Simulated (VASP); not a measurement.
# B (P6/mmm) in VASP: relaxation of cell and atoms with PBE

Aim: the relaxation of cell and atoms of B with PBE.

Program: VASP 6.6.1. These are calculated values, not measurements. Logs are shortened: lines on timing, memory, paths and dates and some standing lists are left out, and cuts for length are marked.

## (1) The cell of the first run

Symmetry: P6/mmm, No. 191, hexagonal system. Conventional cell: a = 1.847 Å, b = 1.847 Å, c = 5.523 Å, α = 90.00°, β = 90.00°, γ = 120.00°. B (site symmetry 6mm) has 7 B at 1.81 to 1.85 Å within 2.4 Å.

The cell was generated, and may not be a known phase.

## (2) Relaxation of cell and atoms, PBE

INCAR reads:

```
  PREC = Accurate
  ENCUT = 910
  EDIFF = 1E-7
  ISMEAR = 0
  SIGMA = 0.1
  LREAL = F
  LASPH = T
  NELM = 120
  ALGO = Normal
  ISIF = 3
  LWAVE = F
  LCHARG = F
  GGA = PE
  IBRION = 2
  NSW = 100
  EDIFFG = -0.01
  GGA_COMPAT = F
  NELMIN = 4
```

KPOINTS reads:

```
Automatic mesh
0
Gamma
  36 36 10
```

POSCAR reads:

```
B
1.0
    1.8469669061      0.0000000000      0.0000000000
   -0.9234834530      1.5995202606      0.0000000000
    0.0000000000      0.0000000000      5.5227976792
B
2
Direct
    0.0000000000      0.0000000000      0.1641726181
    0.0000000000      0.0000000000      0.8358273819
```

Potentials or basis: VASP PAW PBE potentials, release 64 (B_h).

Run with:

```
> cat potpaw_PBE.64/B_h/POTCAR > POTCAR
> mpirun -np 1 vasp_std > vasp.out
```

OUTCAR:

```text
PREC = Accurate
   ENCUT = 910
   EDIFF = 1E-7
   ISMEAR = 0
   LREAL = F
   LASPH = T
   NELM = 120
   ISIF = 3
   GGA = PE
   IBRION = 2
   NSW = 100
   EDIFFG = -0.01
   NELMIN = 4

 ion  position               nearest neighbor table
   1  0.000  0.000  0.164-
   2  0.000  0.000  0.836-

  LATTYP: Found a hexagonal cell.
 ALAT       =     1.8469669061
 C/A-ratio  =     2.9901985038

  Lattice vectors:

 A1 = (   1.8469669061,   0.0000000000,   0.0000000000)
 A2 = (  -0.9234834530,   1.5995202606,   0.0000000000)
 A3 = (   0.0000000000,   0.0000000000,   5.5227976792)

Analysis of symmetry for initial positions (statically):
=====================================================================
 Subroutine PRICEL returns:
 Original cell was already a primitive cell.

 Routine SETGRP: Setting up the symmetry group for a
 hexagonal supercell.

 Subroutine GETGRP returns: Found 24 space group operations
 (whereof 24 operations were pure point group operations)
 out of a pool of 24 trial point group operations.

The static configuration has the point symmetry D_6h.

Analysis of symmetry for dynamics (positions and initial velocities):
=====================================================================
 Subroutine PRICEL returns:
 Original cell was already a primitive cell.

 Routine SETGRP: Setting up the symmetry group for a
 hexagonal supercell.

 Subroutine GETGRP returns: Found 24 space group operations
 (whereof 24 operations were pure point group operations)
 out of a pool of 24 trial point group operations.

The dynamic configuration has the point symmetry D_6h.

 Subroutine INISYM returns: Found 24 space group operations
 (whereof 24 operations are pure point group operations),
 and found     1 'primitive' translations

----------------------------------------------------------------------------------------

                                     Primitive cell

  volume of cell :      16.3158

  direct lattice vectors                    reciprocal lattice vectors
     1.846966906  0.000000000  0.000000000     0.541428218  0.312593727  0.000000000
    -0.923483453  1.599520261  0.000000000     0.000000000  0.625187454  0.000000000
     0.000000000  0.000000000  5.522797679     0.000000000  0.000000000  0.181067651

  length of vectors
     1.846966906  1.846966906  5.522797679     0.625187454  0.625187454  0.181067651

  position of ions in fractional coordinates (direct lattice)
     0.000000000  0.000000000  0.164172618
     0.000000000  0.000000000  0.835827382

  ion indices of the primitive-cell ions
   primitive index   ion index
                 1           1
                 2           2

----------------------------------------------------------------------------------------

 KPOINTS: Automatic mesh

Automatic generation of k-mesh.
 Grid dimensions read from file:
 generate k-points for:   36   36   10

 Generating k-lattice:

  Cartesian coordinates                     Fractional coordinates (reciprocal lattice)
     0.015039673  0.008683159  0.000000000     0.027777778 -0.000000000  0.000000000
     0.000000000  0.017366318  0.000000000     0.000000000  0.027777778  0.000000000
     0.000000000  0.000000000  0.018106765     0.000000000  0.000000000  0.100000000

  Length of vectors
     0.017366318  0.017366318  0.018106765

  Shift w.r.t. Gamma in fractional coordinates (k-lattice)
     0.000000000  0.000000000  0.000000000

 Subroutine IBZKPT returns following result:
 ===========================================

 Found    762 irreducible k-points:

 Following reciprocal coordinates:
            Coordinates               Weight
  0.000000  0.000000  0.000000      1.000000
  0.027778 -0.000000  0.000000      6.000000
  0.055556 -0.000000  0.000000      6.000000
  0.083333  0.000000  0.000000      6.000000
  0.111111 -0.000000  0.000000      6.000000
  0.138889 -0.000000  0.000000      6.000000
[... 16 lines left out ...]
  0.111111  0.027778  0.000000     12.000000
  0.138889  0.027778  0.000000     12.000000
 [... further k-points ...]
   k-points           NKPTS =    762   k-points in BZ     NKDIM =    762   number of bands    NBANDS=      7
   number of dos      NEDOS =    301   number of ions     NIONS =      2
   total plane-waves  NPLWV =  17496
   dimension x,y,z NGX =    18 NGY =   18 NGZ =   54
   dimension x,y,z NGXF=    36 NGYF=   36 NGZF=  108
   ions per type =               2
   NGX,Y,Z   is equivalent  to a cutoff of  16.20, 16.20, 16.25 a.u.
   NGXF,Y,Z  is equivalent  to a cutoff of  32.40, 32.40, 32.51 a.u.
 SYSTEM =  unknown system
   PREC   = accura    normal or accurate (medium, high low for compatibility)
   ISTART =      0    job   : 0-new  1-cont  2-samecut
   ICHARG =      2    charge: 1-file 2-atom 10-const
   ISPIN  =      1    spin polarized calculation?
   LNONCOLLINEAR =      F non collinear calculations
   LSORBIT =      F    spin-orbit coupling
   LASPH  =      T    aspherical Exc in radial PAW
   ENCUT  =  910.0 eV  66.88 Ry    8.18 a.u.   4.54  4.54 13.58*2*pi/ulx,y,z
   NELM   =    120;   NELMIN=  4; NELMDL= -5     # of ELM steps
   EDIFF  = 0.1E-06   stopping-criterion for ELM
   LREAL  =      F    real-space projection
   EDIFFG = -.1E-01   stopping-criterion for IOM
   NSW    =    100    number of steps for IOM
   IBRION =      2    ionic relax: 0-MD 1-quasi-New 2-CG
   NFREE  =      1    steps in history (QN), initial steepest desc. (CG)
   ISIF   =      3    stress and relaxation
   ISYM   =      2    0-nonsym 1-usesym 2-fastsym
   POTIM  = 0.5000    time-step for ionic-motion
   TEBEG  =    0.0;   TEEND  =   0.0 temperature during run
   PSTRESS=    0.0 pullay stress
   NELECT =       6.0000    total number of electrons
   NUPDOWN=      -1.0000    fix difference up-down
   EMIN   =  10.00;   EMAX   =-10.00  energy-range for DOS
   EFERMI =   0.00;   METHOD = LEGACY
   ISMEAR =     0;   SIGMA  =   0.10  broadening in eV -4-tet -1-fermi 0-gaus
   EFERMI_NEDOS =   21; number of points for ismear=-14 and -15
   IALGO  =     38    algorithm
   IMIX   =      4    mixing-type and parameters
     AMIX     =   0.40;   BMIX     =  1.00
     AMIX_MAG =   1.60;   BMIX_MAG =  1.00
  volume/ion in A,a.u.               =       8.16        55.05
  Fermi-wavevector in a.u.,A,eV,Ry     =   1.172886  2.216434 18.717022  1.375662
  Thomas-Fermi vector in A             =   2.309308
   LORBIT       =      0    0 simple, 1 ext, 2 COOP (PROOUT), +10 PAW based schemes
   GGA     = PE    functional components
   LHFCALC =     F    Hartree Fock is set to
   AEXX    =    0.0000 exact exchange contribution
   IVDW    =     0    specifies the selected vdW correction
   LEPSILON=     F    determine dielectric tensor
   LRPA    =     F    only Hartree local field effects (RPA)
 conjugate gradient relaxation of ions
 non-spin polarized calculation
 Gauss-broadening in eV      SIGMA  =   0.10
  energy-cutoff  :      910.00
  volume of cell :       16.32
 maximum number of plane-waves:      1044
   NGX =  9   NGY =  9   NGZ = 27

--------------------------------------- Ionic step        1  -------------------------------------------

 number of electron       6.0000000 magnetization

 Free energy of the ion-electron system (eV)
  ---------------------------------------------------
  ext. energy  EPLUGINS =         0.00000000
  ---------------------------------------------------
  free energy    TOTEN  =       -11.67824789 eV

  energy without entropy =      -11.67767907  energy(sigma->0) =      -11.67796348

------------------------ aborting loop because EDIFF is reached ----------------------------------------

  FORCE on cell =-STRESS in cart. coord.  units (eV):
  Direction    XX          YY          ZZ          XY          YZ          ZX
  --------------------------------------------------------------------------------------
  -------------------------------------------------------------------------------------
  Total        0.1328067      0.1328067     -0.2427993      0.0000000      0.0000000     -0.0000000
  in kB       13.0413541     13.0413541    -23.8424072      0.0000000      0.0000000     -0.0000000
  external PRESSURE =       0.7467670 kB  Pullay stress =       0.0000000 kB

 VOLUME and BASIS-vectors are now :
 -----------------------------------------------------------------------------
  energy-cutoff  :      910.00
  volume of cell :       16.32
      direct lattice vectors                 reciprocal lattice vectors
     1.846966906  0.000000000  0.000000000     0.541428218  0.312593727  0.000000000
    -0.923483453  1.599520261  0.000000000     0.000000000  0.625187454  0.000000000
     0.000000000  0.000000000  5.522797679     0.000000000  0.000000000  0.181067651
[... 37 lines left out ...]
 POSITION                                       TOTAL-FORCE (eV/Angst)
 -----------------------------------------------------------------------------------
      1.85288      0.00000      0.89506        -0.000000      0.000000      0.080617
     -0.92644      1.60464      4.59539         0.000000     -0.000000     -0.080617
 -----------------------------------------------------------------------------------
    total drift:                                0.000000      0.000000     -0.000000

  FREE ENERGIE OF THE ION-ELECTRON SYSTEM (eV)
  ---------------------------------------------------
  free  energy   TOTEN  =       -11.6789786209 eV

  energy  without entropy=      -11.6780223468  energy(sigma->0) =      -11.67850048

--------------------------------------- Ionic step        3  -------------------------------------------

 number of electron       6.0000000 magnetization

 Free energy of the ion-electron system (eV)
  ---------------------------------------------------
  ext. energy  EPLUGINS =         0.00000000
  ---------------------------------------------------
  free energy    TOTEN  =       -11.67942984 eV

  energy without entropy =      -11.67868285  energy(sigma->0) =      -11.67905635

 E-fermi :   7.9692     XC(G=0): -10.8514

 val. band max:        7.9471307838   @ k =   0.0833   0.0278   0.4000
 cond. band min:       7.9908146538   @ k =   0.2500   0.2222   0.4000
 fundamental gap:      0.0436838700
 Fermi energy:         7.9692096903

 k-point     1 :       0.0000    0.0000    0.0000
  band No.  band energies     occupation
      1      -9.8885      2.00000
      2      -5.0266      2.00000
      3      -0.6153      2.00000
      4      10.5173      0.00000
      5      13.2876      0.00000
      6      27.1569      0.00000
      7      27.1569      0.00000

 k-point     2 :       0.0278   -0.0000    0.0000
  band No.  band energies     occupation
      1      -9.8539      2.00000
      2      -4.9954      2.00000
      3      -0.5734      2.00000
      4      10.5492      0.00000
      5      13.3221      0.00000
      6      26.9795      0.00000
      7      27.0617      0.00000
[... 201 lines left out ...]
 k-point    23 :       0.1111    0.0278    0.0000
  band No.  band energies     occupation
      1      -9.1627      2.00000
      2      -4.3735      2.00000
      3       0.2605      2.00000
      4      11.1753      0.00000
      5      13.9800      0.00000
      6      24.0002      0.00000
      7      25.3667      0.00000

 k-point    24 :       0.1389    0.0278    0.0000
  band No.  band energies     occupation
      1      -8.8181      2.00000
      2      -4.0645      2.00000
      3       0.6747      2.00000
      4      11.4778      0.00000
      5      14.2763      0.00000
      6      22.7280      0.00000
      7      24.7291      0.00000

 [... further k-points ...]
[... 5 lines left out ...]
  --------------------------------------------------------------------------------------
  -------------------------------------------------------------------------------------
  Total        0.0158777      0.0158777      0.0157981      0.0000000      0.0000000      0.0000000
  in kB        1.5586460      1.5586460      1.5508368      0.0000000      0.0000000      0.0000000
  external PRESSURE =       1.5560429 kB  Pullay stress =       0.0000000 kB

 VOLUME and BASIS-vectors are now :
 -----------------------------------------------------------------------------
  energy-cutoff  :      910.00
  volume of cell :       16.32
      direct lattice vectors                 reciprocal lattice vectors
     1.850578014  0.000000000 -0.000000000     0.540371707  0.311983750  0.000000000
    -0.925289007  1.602647572  0.000000000    -0.000000000  0.623967501 -0.000000000
    -0.000000000  0.000000000  5.503056738     0.000000000 -0.000000000  0.181717189

 POSITION                                       TOTAL-FORCE (eV/Angst)
 -----------------------------------------------------------------------------------
     -0.92529      1.60265      0.89960        -0.000000      0.000000      0.001687
      1.85058      0.00000      4.60346         0.000000     -0.000000     -0.001687
 -----------------------------------------------------------------------------------
    total drift:                                0.000000      0.000000     -0.000000

  FREE ENERGIE OF THE ION-ELECTRON SYSTEM (eV)
  ---------------------------------------------------
  free  energy   TOTEN  =       -11.6794298384 eV

  energy  without entropy=      -11.6786828529  energy(sigma->0) =      -11.67905635

 reached required accuracy - stopping structural energy minimisation
```

Run time: 4.4 min. Hardware: 1 thread of Intel Xeon Platinum 8259CL at 2.50GHz (Skylake/Cascade Lake), shared host; peak memory 0.28 GiB.

Results:

- Free energy: -11.6794 eV
- Relaxed volume: 8.16 Å³/atom
- Relaxed cell: a = 1.851 Å, b = 1.851 Å, c = 5.503 Å, α = 90.00°, β = 90.00°, γ = 120.00°
- Space group after relaxing (to 0.1 Å): P6/mmm (No. 191)
- Energy gained by relaxing: 0.6 meV/atom
- Ionic steps: 3
- Pressure after relaxing: 0.2 GPa
- Band gap on the k mesh: zero (bands 3 and 4 overlap by 1.70 eV)

Step by step:
| step | energy change (eV) | largest force (eV/Å) | pressure (GPa) | volume (Å³) |
| --- | --- | --- | --- | --- |
| 1 | 0.0000 | 0.1317 | 0.07 | 16.32 |
| 2 | -0.0007 | 0.0806 | 0.26 | 16.32 |
| 3 | -0.0012 | 0.0017 | 0.16 | 16.32 |

Final structure:
```cif
data_structure
_symmetry_space_group_name_H-M 'P 1'
_symmetry_Int_Tables_number 1
_cell_length_a 1.8506
_cell_length_b 1.8506
_cell_length_c 5.5031
_cell_angle_alpha 90.000
_cell_angle_beta 90.000
_cell_angle_gamma 120.000
_cell_volume 16.32
loop_
_atom_site_label
_atom_site_type_symbol
_atom_site_fract_x
_atom_site_fract_y
_atom_site_fract_z
_atom_site_occupancy
B1 B 0.00000 0.00000 0.16347 1
B2 B 0.00000 0.00000 0.83653 1
```

Levels at points of the mesh, in eV from the Fermi level:
| k point | band 1 | band 2 | band 3 | band 4 | band 5 | band 6 |
| --- | --- | --- | --- | --- | --- | --- |
| (0.00, 0.00, 0.00) | -17.86 | -13.00 | -8.58 | 2.55 | 5.32 | 19.19 |
| (0.50, 0.00, 0.00) | -8.88 | -5.60 | -3.56 | 1.83 | 2.65 | 9.50 |
| (0.00, 0.00, 0.50) | -17.80 | -13.40 | -7.50 | -0.70 | 10.45 | 16.61 |
| (0.50, 0.00, 0.50) | -8.85 | -5.68 | -3.54 | 1.29 | 3.37 | 11.30 |

Caveat: this functional lacks dispersion, which binds layers or chains, so the pressure and a relaxed spacing across them are unreliable.

The gap in the log of VASP goes by the Fermi energy; the results here count the filled bands.